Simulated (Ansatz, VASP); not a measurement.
# Al3B2Sb: VASP beside Ansatz

```
CELL_PARAMETERS angstrom
6.14012 0.00000 0.00000
-3.07006 5.31750 0.00000
0.00000 0.00000 2.81119
ATOMIC_POSITIONS crystal
Al 0.50000 0.00000 0.00000
Al 0.00000 0.50000 0.00000
Al 0.50000 0.50000 0.00000
B 0.33333 0.66667 0.50000
B 0.66667 0.33333 0.50000
Sb 0.00000 0.00000 0.50000
```

Alike in both runs: functional PBE; k mesh 6 × 6 × 14; occupations gaussian, width 0.1 eV; no spin polarisation.

Ansatz relaxed the structure, and its values are those at the end. VASP's run is a single point on that final structure, the one shown.

|  | VASP | Ansatz |
| --- | --- | --- |
| version | VASP 6.6.1 | Ansatz 0.2.0 |
| potentials or method | VASP PAW PBE potentials, release 64 (Al, B, Sb), cutoff 520 eV | scalar-relativistic, plane waves, PAW |
| valence electrons in the cell | 20 | 30 |

|  | VASP | Ansatz | Ansatz less VASP |
| --- | --- | --- | --- |
| gap on the k mesh at the Fermi level (eV) | none | none | - |
| pressure (GPa) | 0.0 | 0.0 | +0.01 |

A gap of «none» marks a metal or a gap that the smearing closes. The functional is the same, so the differences come from potentials, cutoffs and numerics. VASP's potentials hold 20 valence electrons a cell and Ansatz's 30, so a difference there can come from the potentials and not from the codes.

Neither program's run includes spin-orbit coupling.
